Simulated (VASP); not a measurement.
# TiO2 (P1) in VASP: a series of runs

The runs below take TiO2 through single point, with PBE.

Everything below comes from runs of VASP 6.6.1. Logs are shortened: lines on timing, memory, paths and dates and some standing lists are left out, and cuts for length are marked.

### Step 1. The cell of the first run

The typed cell holds 6 atoms: a = 3.825 Å, b = 3.818 Å, c = 5.516 Å, α = 110.82°, β = 111.06°, γ = 91.00°.

### Step 2. Single point, PBE

The input, INCAR:

```
  PREC = Accurate
  ENCUT = 520
  EDIFF = 1E-6
  ISMEAR = 0
  SIGMA = 0.02
  LREAL = F
  LASPH = T
  NELM = 80
  ALGO = Normal
  ISIF = 2
  LWAVE = F
  LCHARG = F
  GGA = PE
  NBANDS = 33
```

The input, KPOINTS:

```
regular mesh
0
Gamma
  4 4 2
```

The input, POSCAR:

```
TiO2
1.0
    2.6805548658     -2.7284128728     -0.0617389515
    2.6752617647      2.7231209861     -0.0543959535
   -2.7090875630      0.0090815493      4.8052823094
Ti O
2 4
Direct
    0.1219484995      0.8575515384      0.2362471605
    0.8755807488      0.1482181876      0.7558577591
    0.3540058329      0.0989456189      0.6738295210
    0.6731971283      0.9418963086      0.3216654504
    0.9681807552      0.6826863602      0.8467382601
    0.0640405078      0.3491038293      0.1745947979
```

Potentials or basis: VASP PAW PBE potentials, release 64 (Ti_sv, O).

Launch:

```console
> cat potpaw_PBE.64/Ti_sv/POTCAR potpaw_PBE.64/O/POTCAR > POTCAR
> mpirun -np 1 vasp_std > vasp.out
```

OUTCAR:

```text
PREC = Accurate
   ENCUT = 520
   EDIFF = 1E-6
   ISMEAR = 0
   LREAL = F
   LASPH = T
   NELM = 80
   ISIF = 2
   GGA = PE

 ion  position               nearest neighbor table
   1  0.122  0.858  0.236-   6 1.84   5 1.86   4 1.94   4 1.98   6 2.02   3 2.08   2 2.87
   2  0.876  0.148  0.756-   3 1.87   5 1.91   6 1.99   5 2.02   3 2.03   4 2.06   1 2.87
   3  0.354  0.099  0.674-   2 1.87   2 2.03   1 2.08
   4  0.673  0.942  0.322-   1 1.94   1 1.98   2 2.06
   5  0.968  0.683  0.847-   1 1.86   2 1.91   2 2.02
   6  0.064  0.349  0.175-   1 1.84   2 1.99   1 2.02

  LATTYP: Found a triclinic cell.
 ALAT       =     3.8253657199
 B/A-ratio  =     1.4251033164
 C/A-ratio  =     2.4094441646
 COS(alpha) =     0.0003376943
 COS(beta)  =     0.6005099283
 COS(gamma) =     0.7139434816

  Lattice vectors:

 A1 = (  -2.6805548658,   2.7284128728,   0.0617389515)
 A2 = (  -0.0052931011,   5.4515338589,   0.0073429980)
 A3 = (  -8.0025456980,   0.0015022241,  -4.5730124994)

Analysis of symmetry for initial positions (statically):
=====================================================================
 Subroutine PRICEL returns:
 Original cell was already a primitive cell.

 Routine SETGRP: Setting up the symmetry group for a
 triclinic supercell.

 Subroutine GETGRP returns: Found  1 space group operations
 (whereof  1 operations were pure point group operations)
 out of a pool of  2 trial point group operations.

The static configuration has the point symmetry C_1 .

Analysis of symmetry for dynamics (positions and initial velocities):
=====================================================================
 Subroutine PRICEL returns:
 Original cell was already a primitive cell.

 Routine SETGRP: Setting up the symmetry group for a
 triclinic supercell.

 Subroutine GETGRP returns: Found  1 space group operations
 (whereof  1 operations were pure point group operations)
 out of a pool of  2 trial point group operations.

The dynamic configuration has the point symmetry C_1 .

 Subroutine INISYM returns: Found  1 space group operations
 (whereof  1 operations are pure point group operations),
 and found     1 'primitive' translations

----------------------------------------------------------------------------------------

                                     Primitive cell

  volume of cell :      69.2931

  direct lattice vectors                    reciprocal lattice vectors
     2.680554866 -2.728412873 -0.061738951     0.188847823 -0.183395127  0.106813870
     2.675261765  2.723120986 -0.054395953     0.189199580  0.183475106  0.106318830
    -2.709087563  0.009081549  4.805282309     0.004568089 -0.000279342  0.210680211

  length of vectors
     3.825365720  3.817770597  5.516337188     0.284088852  0.284188827  0.210729914

  position of ions in fractional coordinates (direct lattice)
     0.121948500  0.857551538  0.236247160
     0.875580749  0.148218188  0.755857759
     0.354005833  0.098945619  0.673829521
     0.673197128  0.941896309  0.321665450
     0.968180755  0.682686360  0.846738260
     0.064040508  0.349103829  0.174594798

  ion indices of the primitive-cell ions
   primitive index   ion index
                 1           1
                 2           2
                 3           3
                 4           4
                 5           5
                 6           6

----------------------------------------------------------------------------------------

 KPOINTS: regular mesh

Automatic generation of k-mesh.
 Grid dimensions read from file:
 generate k-points for:    4    4    2

 Generating k-lattice:

  Cartesian coordinates                     Fractional coordinates (reciprocal lattice)
     0.047211956 -0.045848782  0.026703468     0.250000000  0.000000000 -0.000000000
     0.047299895  0.045868777  0.026579707    -0.000000000  0.250000000  0.000000000
     0.002284045 -0.000139671  0.105340105     0.000000000  0.000000000  0.500000000

  Length of vectors
     0.071022213  0.071047207  0.105364957

  Shift w.r.t. Gamma in fractional coordinates (k-lattice)
     0.000000000  0.000000000  0.000000000

 Subroutine IBZKPT returns following result:
 ===========================================

 Found     20 irreducible k-points:

 Following reciprocal coordinates:
            Coordinates               Weight
  0.000000  0.000000  0.000000      1.000000
  0.250000 -0.000000  0.000000      2.000000
  0.500000 -0.000000  0.000000      1.000000
 -0.000000  0.250000  0.000000      2.000000
  0.250000  0.250000  0.000000      2.000000
  0.500000  0.250000  0.000000      2.000000
[... 12 lines left out ...]
  0.250000  0.500000  0.500000      2.000000
  0.500000  0.500000  0.500000      1.000000
   k-points           NKPTS =     20   k-points in BZ     NKDIM =     20   number of bands    NBANDS=     33
   number of dos      NEDOS =    301   number of ions     NIONS =      6
   total plane-waves  NPLWV =  32928
   dimension x,y,z NGX =    28 NGY =   28 NGZ =   42
   dimension x,y,z NGXF=    56 NGYF=   56 NGZF=   84
   ions per type =               2   4
   NGX,Y,Z   is equivalent  to a cutoff of  12.17, 12.19, 12.66 a.u.
   NGXF,Y,Z  is equivalent  to a cutoff of  24.34, 24.39, 25.32 a.u.
 SYSTEM =  unknown system
   PREC   = accura    normal or accurate (medium, high low for compatibility)
   ISTART =      0    job   : 0-new  1-cont  2-samecut
   ICHARG =      2    charge: 1-file 2-atom 10-const
   ISPIN  =      1    spin polarized calculation?
   LNONCOLLINEAR =      F non collinear calculations
   LSORBIT =      F    spin-orbit coupling
   LASPH  =      T    aspherical Exc in radial PAW
   ENCUT  =  520.0 eV  38.22 Ry    6.18 a.u.   7.11  7.10 10.26*2*pi/ulx,y,z
   NELM   =     80;   NELMIN=  2; NELMDL= -5     # of ELM steps
   EDIFF  = 0.1E-05   stopping-criterion for ELM
   LREAL  =      F    real-space projection
   EDIFFG = 0.1E-04   stopping-criterion for IOM
   NSW    =      0    number of steps for IOM
   IBRION =     -1    ionic relax: 0-MD 1-quasi-New 2-CG
   NFREE  =      0    steps in history (QN), initial steepest desc. (CG)
   ISIF   =      2    stress and relaxation
   ISYM   =      2    0-nonsym 1-usesym 2-fastsym
   POTIM  = 0.5000    time-step for ionic-motion
   TEBEG  =    0.0;   TEEND  =   0.0 temperature during run
   PSTRESS=    0.0 pullay stress
   NELECT =      48.0000    total number of electrons
   NUPDOWN=      -1.0000    fix difference up-down
   EMIN   =  10.00;   EMAX   =-10.00  energy-range for DOS
   EFERMI =   0.00;   METHOD = LEGACY
   ISMEAR =     0;   SIGMA  =   0.02  broadening in eV -4-tet -1-fermi 0-gaus
   EFERMI_NEDOS =   21; number of points for ismear=-14 and -15
   IALGO  =     38    algorithm
   IMIX   =      4    mixing-type and parameters
     AMIX     =   0.40;   BMIX     =  1.00
     AMIX_MAG =   1.60;   BMIX_MAG =  1.00
  volume/ion in A,a.u.               =      11.55        77.94
  Fermi-wavevector in a.u.,A,eV,Ry     =   1.448522  2.737310 28.547970  2.098217
  Thomas-Fermi vector in A             =   2.566353
   LORBIT       =      0    0 simple, 1 ext, 2 COOP (PROOUT), +10 PAW based schemes
   GGA     = PE    functional components
   LHFCALC =     F    Hartree Fock is set to
   AEXX    =    0.0000 exact exchange contribution
   IVDW    =     0    specifies the selected vdW correction
   LEPSILON=     F    determine dielectric tensor
   LRPA    =     F    only Hartree local field effects (RPA)
 non-spin polarized calculation
 Gauss-broadening in eV      SIGMA  =   0.02
  energy-cutoff  :      520.00
  volume of cell :       69.29
 maximum number of plane-waves:      1884
   NGX = 15   NGY = 15   NGZ = 21

 number of electron      47.9999998 magnetization

 Free energy of the ion-electron system (eV)
  ---------------------------------------------------
  ext. energy  EPLUGINS =         0.00000000
  ---------------------------------------------------
  free energy    TOTEN  =       -53.62966018 eV

  energy without entropy =      -53.62966018  energy(sigma->0) =      -53.62966018

 E-fermi :   3.4885     XC(G=0): -10.6561

 val. band max:        3.3774181265   @ k =   0.5000   0.5000   0.0000
 cond. band min:       5.5609856094   @ k =   0.0000   0.0000   0.0000
 fundamental gap:      2.1835674829
 Fermi energy:         3.4885429772

 k-point     1 :       0.0000    0.0000    0.0000
  band No.  band energies     occupation
      1     -53.2923      2.00000
      2     -52.9881      2.00000
      3     -29.6922      2.00000
      4     -29.5318      2.00000
      5     -29.4761      2.00000
      6     -29.2602      2.00000
[... 25 lines left out ...]
     32       8.4518      0.00000
     33       8.5524      0.00000

 k-point     2 :       0.2500   -0.0000    0.0000
  band No.  band energies     occupation
      1     -53.2904      2.00000
      2     -52.9883      2.00000
      3     -29.6696      2.00000
      4     -29.5346      2.00000
      5     -29.5166      2.00000
      6     -29.2647      2.00000
[... 25 lines left out ...]
     32       8.8982      0.00000
     33       9.3243      0.00000

 k-point     3 :       0.5000   -0.0000    0.0000
  band No.  band energies     occupation
      1     -53.2884      2.00000
      2     -52.9884      2.00000
      3     -29.6386      2.00000
      4     -29.5730      2.00000
      5     -29.5285      2.00000
      6     -29.2860      2.00000
[... 25 lines left out ...]
     32       9.0680      0.00000
     33       9.5862      0.00000

 k-point     4 :      -0.0000    0.2500    0.0000
  band No.  band energies     occupation
      1     -53.2897      2.00000
      2     -52.9888      2.00000
      3     -29.6829      2.00000
      4     -29.5774      2.00000
      5     -29.4776      2.00000
      6     -29.2906      2.00000
[... 529 lines left out ...]
     32       9.1675      0.00000
     33       9.4081      0.00000

 k-point    19 :       0.2500    0.5000    0.5000
  band No.  band energies     occupation
      1     -53.2867      2.00000
      2     -52.9879      2.00000
      3     -29.7157      2.00000
      4     -29.6045      2.00000
      5     -29.5196      2.00000
      6     -29.2949      2.00000
[... 25 lines left out ...]
     32       9.6242      0.00000
     33      10.1742      0.00000

 k-point    20 :       0.5000    0.5000    0.5000
  band No.  band energies     occupation
      1     -53.2853      2.00000
      2     -52.9875      2.00000
      3     -29.6995      2.00000
      4     -29.6173      2.00000
      5     -29.5557      2.00000
      6     -29.2948      2.00000
[... 25 lines left out ...]
     32       9.9142      0.00000
     33      10.2091      0.00000

------------------------ aborting loop because EDIFF is reached ----------------------------------------

  FORCE on cell =-STRESS in cart. coord.  units (eV):
  Direction    XX          YY          ZZ          XY          YZ          ZX
  --------------------------------------------------------------------------------------
  -------------------------------------------------------------------------------------
  Total        1.2067694      0.4443836      1.9172494      2.3272945      0.4371511      1.0313206
  in kB       27.9025951     10.2749180     44.3301234     53.8110749     10.1076902     23.8459164
  external PRESSURE =      27.5025455 kB  Pullay stress =       0.0000000 kB

 VOLUME and BASIS-vectors are now :
 -----------------------------------------------------------------------------
  energy-cutoff  :      520.00
  volume of cell :       69.29
      direct lattice vectors                 reciprocal lattice vectors
     2.680554866 -2.728412873 -0.061738951     0.188847823 -0.183395127  0.106813870
     2.675261765  2.723120986 -0.054395953     0.189199580  0.183475106  0.106318830
    -2.709087563  0.009081549  4.805282309     0.004568089 -0.000279342  0.210680211

 POSITION                                       TOTAL-FORCE (eV/Angst)
 -----------------------------------------------------------------------------------
      1.98105      2.00464      1.08106         0.484387      0.325864      1.753318
      0.69588     -1.97847      3.56999        -0.156172     -0.229612     -0.930816
     -0.61183     -0.69031      3.21070         0.085577     -0.287839     -0.037625
      3.45294      0.73106      1.45290        -0.567053      0.149430      0.817618
      2.12774     -0.77487      3.97191        -0.025106      0.209261     -1.201197
      0.63262      0.77751      0.81603         0.178368     -0.167104     -0.401299
 -----------------------------------------------------------------------------------
    total drift:                               -0.000064     -0.000219      0.000232

  FREE ENERGIE OF THE ION-ELECTRON SYSTEM (eV)
  ---------------------------------------------------
  free  energy   TOTEN  =       -53.6296601823 eV

  energy  without entropy=      -53.6296601823  energy(sigma->0) =      -53.62966018
```

Run time: 38 s. Hardware: 1 thread of AMD EPYC 9R45 (Zen 5), shared host; peak memory 0.16 GiB.

What came out:

| Property | Result |
| --- | --- |
| Free energy | -53.6297 eV |
| Pressure | 2.8 GPa |
| Largest force | 1.848 eV/Å |
| Band gap on the k mesh | 2.18 eV (least direct gap 2.61 eV) |

Forces in eV/Å, atoms in the order of the input:
```
Ti   0.484  0.326  1.753
Ti  -0.156 -0.230 -0.931
O    0.086 -0.288 -0.038
O   -0.567  0.149  0.818
O   -0.025  0.209 -1.201
O    0.178 -0.167 -0.401
```

Stress tensor (GPa, compression positive):
```
2.79 5.38 2.38
5.38 1.03 1.01
2.38 1.01 4.43
```

Caveat: the k points lie up to 0.64 Å⁻¹ apart; forces of over 1 eV/Å act on the atoms, so gaps and moduli don't describe the material at rest. A k mesh can miss the band edges.

### Step 3. Single point, PBE

The input, INCAR:

```
SYSTEM = TiO2
ALGO = Normal
EDIFF = 1E-6
ENCUT = 520
GGA = PE
ISIF = 2
ISMEAR = 0
LASPH = .TRUE.
LCHARG = .FALSE.
LREAL = .FALSE.
LWAVE = .FALSE.
NBANDS = 33
NELM = 80
PREC = Accurate
SIGMA = 0.02
```

The input, KPOINTS:

```
k-points
0
G
  4 4 4
  0 0 0
```

POSCAR is that of step 2.

Potentials or basis: VASP PAW PBE potentials, release 64 (Ti_sv, O).

Launch:

```console
> cat potpaw_PBE.64/Ti_sv/POTCAR potpaw_PBE.64/O/POTCAR > POTCAR
> mpirun -np 1 vasp_std > vasp.out
```

Run time: 63 s. Hardware: 1 thread of AMD EPYC 9R45 (Zen 5), shared host; peak memory 0.17 GiB.

The run converged. Its results:

* Free energy: -53.6341 eV
* Pressure: 2.7 GPa
* Largest force: 1.852 eV/Å
* Band gap on the k mesh: 2.19 eV (least direct gap 2.60 eV)

Forces on the atoms (eV/Å):
```
Ti   0.491  0.332  1.754
Ti  -0.157 -0.238 -0.930
O    0.077 -0.278 -0.039
O   -0.562  0.143  0.817
O   -0.021  0.219 -1.202
O    0.171 -0.178 -0.400
```

Stress tensor (GPa, compression positive):
```
2.78 5.38 2.41
5.38 1.01 1.00
2.41 1.00 4.40
```

Levels at points of the mesh, in eV from the valence-band top:
```
           k point  band 21  band 22  band 23  band 24  band 25  band 26  band 27  band 28
(0.00, 0.00, 0.00)    -0.97    -0.85    -0.79    -0.45     2.19     2.75     3.62     3.63
(0.50, 0.00, 0.00)    -1.70    -1.29    -0.99    -0.74     2.95     3.20     3.36     3.59
(0.00, 0.50, 0.00)    -1.96    -0.96    -0.86    -0.63     2.92     3.11     3.25     3.82
(0.50, 0.50, 0.00)    -2.15    -1.93    -0.30     0.00     2.93     3.37     3.62     3.85
(0.00, 0.00, 0.50)    -1.31    -1.15    -0.52    -0.33     2.29     2.63     3.52     3.60
(0.50, 0.00, 0.50)    -1.81    -1.28    -1.00    -0.80     2.97     3.39     3.53     3.73
(0.00, 0.50, 0.50)    -1.67    -0.93    -0.89    -0.76     2.84     3.17     3.50     3.66
(0.50, 0.50, 0.50)    -2.19    -1.88    -0.27     0.00     3.00     3.36     3.46     3.93
```

Caveat: the k points lie up to 0.44 Å⁻¹ apart; forces of over 1 eV/Å act on the atoms, so gaps and moduli don't describe the material at rest. A k mesh can miss the band edges.

(Part 1 of 2 ends here.)
